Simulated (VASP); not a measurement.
# LuBr (P6_3mc) in VASP: a series of runs

LuBr is run at these levels: LDA; tasks: single point.

Everything below comes from runs of VASP 6.6.1. Logs are shortened: lines on timing, memory, paths and dates and some standing lists are left out, and cuts for length are marked.

### 1 The cell of the first run

It takes space group P6_3mc (No. 186, hexagonal). Conventional cell: a = 3.607 Å, b = 3.607 Å, c = 9.872 Å, α = 90.00°, β = 90.00°, γ = 120.00°. Lu (site symmetry 3m) has 4 Br at 2.83 to 2.96 Å and 6 Lu at 3.61 Å within 3.7 Å. Within 3.7 Å of Br (site symmetry 3m) lie 4 Lu at 2.83 to 2.96 Å and 6 Br at 3.61 Å.

### 2 Single point, LDA

INCAR

```
ALGO     = Normal         # electronic algorithm
EDIFF    = 1E-7           # SCF threshold, eV
ENCUT    = 520            # plane-wave cutoff, eV
GGA      = CA             # functional
ISIF     = 2              # what is computed and relaxed
ISMEAR   = -1             # smearing method
LASPH    = True           # aspherical terms in the spheres
LCHARG   = False          # write CHGCAR
LREAL    = False          # projectors in reciprocal space
LWAVE    = False          # write WAVECAR
NBANDS   = 40             # bands
NELM     = 100            # most SCF steps
PREC     = Accurate       # precision mode
SIGMA    = 0.1            # smearing width, eV
```

KPOINTS

```
k-points
0
Gamma
  6 6 2
```

POSCAR

```
LuBr
1.0
    3.6068740000      0.0000000000      0.0000000000
   -1.8034370000      3.1236445122      0.0000000000
    0.0000000000      0.0000000000      9.8717490000
Lu Br
2 2
Direct
    0.3333333333      0.6666666667      0.3309900000
    0.6666666667      0.3333333333      0.8309900000
    0.3333333333      0.6666666667      0.0440100000
    0.6666666667      0.3333333333      0.5440100000
```

Potentials or basis: VASP PAW PBE potentials, release 64 (Lu, Br).

Started as:

```console
cat potpaw_PBE.64/Lu/POTCAR potpaw_PBE.64/Br/POTCAR > POTCAR
mpirun -np 1 vasp_std > vasp.out
```

OUTCAR:

```text
EDIFF = 1E-7
   ENCUT = 520
   GGA = CA
   ISIF = 2
   ISMEAR = -1
   LASPH = True
   LREAL = False
   NELM = 100
   PREC = Accurate

 ion  position               nearest neighbor table
   1  0.333  0.667  0.331-   3 2.83   4 2.96   4 2.96   4 2.96
   2  0.667  0.333  0.831-   4 2.83   3 2.96   3 2.96   3 2.96
   3  0.333  0.667  0.044-   1 2.83   2 2.96   2 2.96   2 2.96
   4  0.667  0.333  0.544-   2 2.83   1 2.96   1 2.96   1 2.96

  LATTYP: Found a hexagonal cell.
 ALAT       =     3.6068740000
 C/A-ratio  =     2.7369264909

  Lattice vectors:

 A1 = (   3.6068740000,   0.0000000000,   0.0000000000)
 A2 = (  -1.8034370000,   3.1236445122,   0.0000000000)
 A3 = (   0.0000000000,   0.0000000000,   9.8717490000)

Analysis of symmetry for initial positions (statically):
=====================================================================
 Subroutine PRICEL returns:
 Original cell was already a primitive cell.

 Routine SETGRP: Setting up the symmetry group for a
 hexagonal supercell.

 Subroutine GETGRP returns: Found 12 space group operations
 (whereof  6 operations were pure point group operations)
 out of a pool of 24 trial point group operations.

The static configuration has the point symmetry C_3v.
 The point group associated with its full space group is C_6v.

Analysis of symmetry for dynamics (positions and initial velocities):
=====================================================================
 Subroutine PRICEL returns:
 Original cell was already a primitive cell.

 Routine SETGRP: Setting up the symmetry group for a
 hexagonal supercell.

 Subroutine GETGRP returns: Found 12 space group operations
 (whereof  6 operations were pure point group operations)
 out of a pool of 24 trial point group operations.

The dynamic configuration has the point symmetry C_3v.
 The point group associated with its full space group is C_6v.

 Subroutine INISYM returns: Found 12 space group operations
 (whereof  6 operations are pure point group operations),
 and found     1 'primitive' translations

----------------------------------------------------------------------------------------

                                     Primitive cell

  volume of cell :     111.2210

  direct lattice vectors                    reciprocal lattice vectors
     3.606874000  0.000000000  0.000000000     0.277248387  0.160069431  0.000000000
    -1.803437000  3.123644512  0.000000000     0.000000000  0.320138862  0.000000000
     0.000000000  0.000000000  9.871749000     0.000000000  0.000000000  0.101299172

  length of vectors
     3.606874000  3.606874000  9.871749000     0.320138862  0.320138862  0.101299172

  position of ions in fractional coordinates (direct lattice)
     0.333333333  0.666666667  0.330990000
     0.666666667  0.333333333  0.830990000
     0.333333333  0.666666667  0.044010000
     0.666666667  0.333333333  0.544010000

  ion indices of the primitive-cell ions
   primitive index   ion index
                 1           1
                 2           2
                 3           3
                 4           4

----------------------------------------------------------------------------------------

 KPOINTS: k-points

Automatic generation of k-mesh.
 Grid dimensions read from file:
 generate k-points for:    6    6    2

 Generating k-lattice:

  Cartesian coordinates                     Fractional coordinates (reciprocal lattice)
     0.046208065  0.026678239  0.000000000     0.166666667  0.000000000  0.000000000
     0.000000000  0.053356477  0.000000000     0.000000000  0.166666667  0.000000000
     0.000000000  0.000000000  0.050649586     0.000000000  0.000000000  0.500000000

  Length of vectors
     0.053356477  0.053356477  0.050649586

  Shift w.r.t. Gamma in fractional coordinates (k-lattice)
     0.000000000  0.000000000  0.000000000

 Subroutine IBZKPT returns following result:
 ===========================================

 Found     14 irreducible k-points:

 Following reciprocal coordinates:
            Coordinates               Weight
  0.000000  0.000000  0.000000      1.000000
  0.166667  0.000000  0.000000      6.000000
  0.333333  0.000000  0.000000      6.000000
  0.500000  0.000000  0.000000      3.000000
  0.166667  0.166667  0.000000      6.000000
  0.333333  0.166667  0.000000     12.000000
  0.333333  0.333333  0.000000      2.000000
  0.000000  0.000000  0.500000      1.000000
  0.166667  0.000000  0.500000      6.000000
  0.333333  0.000000  0.500000      6.000000
  0.500000  0.000000  0.500000      3.000000
  0.166667  0.166667  0.500000      6.000000
  0.333333  0.166667  0.500000     12.000000
  0.333333  0.333333  0.500000      2.000000
   k-points           NKPTS =     14   k-points in BZ     NKDIM =     14   number of bands    NBANDS=     40
   number of dos      NEDOS =    301   number of ions     NIONS =      4
   total plane-waves  NPLWV =  62720
   dimension x,y,z NGX =    28 NGY =   28 NGZ =   80
   dimension x,y,z NGXF=    56 NGYF=   56 NGZF=  160
   ions per type =               2   2
   NGX,Y,Z   is equivalent  to a cutoff of  12.91, 12.91, 13.47 a.u.
   NGXF,Y,Z  is equivalent  to a cutoff of  25.81, 25.81, 26.94 a.u.
 SYSTEM =  unknown system
   PREC   = accura    normal or accurate (medium, high low for compatibility)
   ISTART =      0    job   : 0-new  1-cont  2-samecut
   ICHARG =      2    charge: 1-file 2-atom 10-const
   ISPIN  =      1    spin polarized calculation?
   LNONCOLLINEAR =      F non collinear calculations
   LSORBIT =      F    spin-orbit coupling
   LASPH  =      T    aspherical Exc in radial PAW
   ENCUT  =  520.0 eV  38.22 Ry    6.18 a.u.   6.71  6.71 18.35*2*pi/ulx,y,z
   NELM   =    100;   NELMIN=  2; NELMDL= -5     # of ELM steps
   EDIFF  = 0.1E-06   stopping-criterion for ELM
   LREAL  =      F    real-space projection
   EDIFFG = 0.1E-05   stopping-criterion for IOM
   NSW    =      0    number of steps for IOM
   IBRION =     -1    ionic relax: 0-MD 1-quasi-New 2-CG
   NFREE  =      0    steps in history (QN), initial steepest desc. (CG)
   ISIF   =      2    stress and relaxation
   ISYM   =      2    0-nonsym 1-usesym 2-fastsym
   POTIM  = 0.5000    time-step for ionic-motion
   TEBEG  =    0.0;   TEEND  =   0.0 temperature during run
   PSTRESS=    0.0 pullay stress
   NELECT =      64.0000    total number of electrons
   NUPDOWN=      -1.0000    fix difference up-down
   EMIN   =  10.00;   EMAX   =-10.00  energy-range for DOS
   EFERMI =   0.00;   METHOD = LEGACY
   ISMEAR =    -1;   SIGMA  =   0.10  broadening in eV -4-tet -1-fermi 0-gaus
   EFERMI_NEDOS =   21; number of points for ismear=-14 and -15
   IALGO  =     38    algorithm
   IMIX   =      4    mixing-type and parameters
     AMIX     =   0.40;   BMIX     =  1.00
     AMIX_MAG =   1.60;   BMIX_MAG =  1.00
  volume/ion in A,a.u.               =      27.81       187.64
  Fermi-wavevector in a.u.,A,eV,Ry     =   1.361672  2.573187 25.227261  1.854151
  Thomas-Fermi vector in A             =   2.488228
   LORBIT       =      0    0 simple, 1 ext, 2 COOP (PROOUT), +10 PAW based schemes
   GGA     = CA    functional components
   LHFCALC =     F    Hartree Fock is set to
   AEXX    =    0.0000 exact exchange contribution
   IVDW    =     0    specifies the selected vdW correction
   LEPSILON=     F    determine dielectric tensor
   LRPA    =     F    only Hartree local field effects (RPA)
 non-spin polarized calculation
  energy-cutoff  :      520.00
  volume of cell :      111.22
 maximum number of plane-waves:      3049
 NGX is ok and might be reduce to    28
   NGX = 13   NGY = 13   NGZ = 37

 number of electron      64.0000000 magnetization

 Free energy of the ion-electron system (eV)
  ---------------------------------------------------
  ext. energy  EPLUGINS =         0.00000000
  ---------------------------------------------------
  free energy    TOTEN  =       -18.48127810 eV

  energy without entropy =      -18.41639434  energy(sigma->0) =      -18.44883622

 E-fermi :   3.4848     XC(G=0): -10.2133

 val. band max:        3.4375108786   @ k =   0.3333   0.3333   0.0000
 cond. band min:       3.5103444515   @ k =   0.3333   0.3333   0.5000
 fundamental gap:      0.0728335729
 Fermi energy:         3.4847541751

 k-point     1 :       0.0000    0.0000    0.0000
  band No.  band energies     occupation
      1     -53.4656      2.00000
      2     -53.4656      2.00000
      3     -24.4897      2.00000
      4     -24.4675      2.00000
      5     -24.1236      2.00000
      6     -24.1236      2.00000
[... 32 lines left out ...]
     39       6.2786      0.00000
     40       6.2787      0.00000

 k-point     2 :       0.1667    0.0000    0.0000
  band No.  band energies     occupation
      1     -53.4629      2.00000
      2     -53.4629      2.00000
      3     -24.4772      2.00000
      4     -24.4578      2.00000
      5     -24.1877      2.00000
      6     -24.1875      2.00000
[... 32 lines left out ...]
     39       6.1820      0.00000
     40       6.8645      0.00000

 k-point     3 :       0.3333    0.0000    0.0000
  band No.  band energies     occupation
      1     -53.4575      2.00000
      2     -53.4575      2.00000
      3     -24.4515      2.00000
      4     -24.4388      2.00000
      5     -24.3136      2.00000
      6     -24.3131      2.00000
[... 32 lines left out ...]
     39       6.9991      0.00000
     40       7.2786      0.00000

 k-point     4 :       0.5000    0.0000    0.0000
  band No.  band energies     occupation
      1     -53.4548      2.00000
      2     -53.4548      2.00000
      3     -24.4373      2.00000
      4     -24.4302      2.00000
      5     -24.3751      2.00000
      6     -24.3749      2.00000
[... 32 lines left out ...]
     39       7.3294      0.00000
     40       7.7156      0.00000
[... 342 lines left out ...]
     39       6.7549      0.00000
     40       6.7549      0.00000

 k-point    13 :       0.3333    0.1667    0.5000
  band No.  band energies     occupation
      1     -53.4548      2.00000
      2     -53.4548      2.00000
      3     -24.4338      2.00000
      4     -24.4338      2.00000
      5     -24.3432      2.00000
      6     -24.3432      2.00000
[... 32 lines left out ...]
     39       7.0645      0.00000
     40       7.0645      0.00000

 k-point    14 :       0.3333    0.3333    0.5000
  band No.  band energies     occupation
      1     -53.4534      2.00000
      2     -53.4534      2.00000
      3     -24.4281      2.00000
      4     -24.4281      2.00000
      5     -24.3048      2.00000
      6     -24.3048      2.00000
[... 32 lines left out ...]
     39       7.4115      0.00000
     40       7.4179      0.00000

------------------------ aborting loop because EDIFF is reached ----------------------------------------

  FORCE on cell =-STRESS in cart. coord.  units (eV):
  Direction    XX          YY          ZZ          XY          YZ          ZX
  --------------------------------------------------------------------------------------
  -------------------------------------------------------------------------------------
  Total       -3.0245086     -3.0245086     -3.6355161      0.0000000      0.0000000      0.0000000
  in kB      -43.5691146    -43.5691146    -52.3708923      0.0000000      0.0000000      0.0000000
  external PRESSURE =     -46.5030405 kB  Pullay stress =       0.0000000 kB

 VOLUME and BASIS-vectors are now :
 -----------------------------------------------------------------------------
  energy-cutoff  :      520.00
  volume of cell :      111.22
      direct lattice vectors                 reciprocal lattice vectors
     3.606874000  0.000000000  0.000000000     0.277248387  0.160069431  0.000000000
    -1.803437000  3.123644512  0.000000000     0.000000000  0.320138862  0.000000000
     0.000000000  0.000000000  9.871749000     0.000000000  0.000000000  0.101299172

 POSITION                                       TOTAL-FORCE (eV/Angst)
 -----------------------------------------------------------------------------------
     -0.00000      2.08243      3.26745        -0.000000      0.000000      0.123220
      1.80344      1.04121      8.20332         0.000000     -0.000000      0.123220
     -0.00000      2.08243      0.43446         0.000000      0.000000     -0.123220
      1.80344      1.04121      5.37033        -0.000000      0.000000     -0.123220
 -----------------------------------------------------------------------------------
    total drift:                                0.000000      0.000000     -0.000421

  FREE ENERGIE OF THE ION-ELECTRON SYSTEM (eV)
  ---------------------------------------------------
  free  energy   TOTEN  =       -18.4812780998 eV

  energy  without entropy=      -18.4163943449  energy(sigma->0) =      -18.44883622
```

It took 76 s on 1 thread of Intel Xeon Platinum 8259CL at 2.50GHz (Skylake/Cascade Lake), shared host; peak memory 0.23 GiB.

Results:

* Free energy: -18.4813 eV
* Pressure: -4.7 GPa
* Largest force: 0.123 eV/Å
* Band gap on the k mesh: zero (bands 32 and 33 overlap by 0.14 eV)

Forces in eV/Å, atoms in the order of the input:
```
Lu   0.000  0.000  0.123
Lu   0.000  0.000  0.123
Br   0.000  0.000 -0.123
Br   0.000  0.000 -0.123
```

Caveat: the cell stands under tension; the PAW data sets were made with another functional, which shifts forces and pressure a little; spin-orbit coupling is left out, which moves the levels of the heavy elements.

### 3 Single point, LDA

INCAR

```
PREC = Accurate
ENCUT = 520
EDIFF = 1E-6
ISMEAR = -1
SIGMA = 0.1
LREAL = False
LASPH = True
NELM = 80
ALGO = Normal
ISIF = 2
LWAVE = False
LCHARG = False
GGA = CA
NBANDS = 40
```

KPOINTS

```
Automatic mesh
0
Gamma
  7 7 3
```

POSCAR is that of step 2.

Potentials or basis: VASP PAW PBE potentials, release 64 (Lu, Br).

Started as:

```console
cat potpaw_PBE.64/Lu/POTCAR potpaw_PBE.64/Br/POTCAR > POTCAR
mpirun -np 1 vasp_std > vasp.out
```

Run time: 79 s. Hardware: 1 thread of Intel Xeon Platinum 8259CL at 2.50GHz (Skylake/Cascade Lake), shared host; peak memory 0.23 GiB.

It converged, with:

```
Free energy            : -18.4712 eV
Pressure               : -4.6 GPa
Largest force          : 0.136 eV/Å
Band gap on the k mesh : zero (bands 32 and 33 overlap by 0.12 eV)
```

Forces in eV/Å, atoms in the order of the input:
```
Lu   0.000  0.000  0.136
Lu   0.000  0.000  0.136
Br   0.000  0.000 -0.136
Br   0.000  0.000 -0.136
```

Stress tensor (GPa, compression positive):
```
-4.25  0.00  0.00
 0.00 -4.25  0.00
 0.00  0.00 -5.22
```

Levels at points of the mesh, in eV from the Fermi level:
```tsv
k point	band 29	band 30	band 31	band 32	band 33	band 34	band 35	band 36
(0.00, 0.00, 0.00)	-3.37	-3.37	-3.29	-1.70	1.66	1.66	1.80	1.80
```

Caveat: the cell stands under tension; the PAW data sets were made with another functional, which shifts forces and pressure a little; spin-orbit coupling is left out, which moves the levels of the heavy elements.

### 4 Single point, LDA

INCAR

```
SYSTEM = LuBr
PREC = Accurate
ENCUT = 520
EDIFF = 1E-7
ISMEAR = -1
SIGMA = 0.1
LREAL = .FALSE.
LASPH = .TRUE.
NELM = 80
ALGO = Normal
ISIF = 2
LWAVE = .FALSE.
LCHARG = .FALSE.
GGA = CA
NBANDS = 40
```

KPOINTS

```
Automatic mesh
0
G
  9 9 3
  0 0 0
```

POSCAR is that of step 3.

Started as:

```console
cat potpaw_PBE.64/Lu/POTCAR potpaw_PBE.64/Br/POTCAR > POTCAR
mpirun -np 1 vasp_std > vasp.out
```

Run time: 2.1 min. Hardware: 1 thread of Intel Xeon Platinum 8259CL at 2.50GHz (Skylake/Cascade Lake), shared host; peak memory 0.25 GiB.

It converged, with:

* Free energy: -18.4734 eV
* Pressure: -4.6 GPa
* Largest force: 0.133 eV/Å
* Band gap on the k mesh: zero (bands 32 and 33 overlap by 0.14 eV)

Forces on the atoms (eV/Å):
```
Lu   0.000  0.000  0.133
Lu   0.000  0.000  0.133
Br   0.000  0.000 -0.133
Br   0.000  0.000 -0.133
```

Stress tensor (GPa, compression positive):
```
-4.28  0.00  0.00
 0.00 -4.28  0.00
 0.00  0.00 -5.20
```

Levels at points of the mesh, in eV from the Fermi level:
| k point | band 29 | band 30 | band 31 | band 32 | band 33 | band 34 | band 35 | band 36 |
| --- | --- | --- | --- | --- | --- | --- | --- | --- |
| (0.00, 0.00, 0.00) | -3.37 | -3.37 | -3.29 | -1.70 | 1.66 | 1.66 | 1.80 | 1.80 |

Caveat: the cell stands under tension; the PAW data sets were made with another functional, which shifts forces and pressure a little; spin-orbit coupling is left out, which moves the levels of the heavy elements.

### 5 Overview

| k mesh | gap on the mesh (eV) | pressure (GPa) | largest force (eV/Å) |
| --- | --- | --- | --- |
| 6 × 6 × 2 | none | -4.7 | 0.12 |
| 7 × 7 × 3 | none | -4.6 | 0.14 |
| 9 × 9 × 3 | none | -4.6 | 0.13 |

Alike in all rows: task single point; level LDA; potentials or basis VASP PAW PBE potentials, release 64 (Lu, Br); no spin polarisation; cell as given; cutoff (eV) 520; smearing fermi-dirac 0.1 eV.

Caveats: the cell stands under tension; the PAW data sets were made with another functional, which shifts forces and pressure a little; spin-orbit coupling is left out, which moves the levels of the heavy elements.

Total energies depend on the potentials used, so only differences within one code and one set of settings carry meaning.

The gap in the log of VASP goes by the Fermi energy; the results here count the filled bands.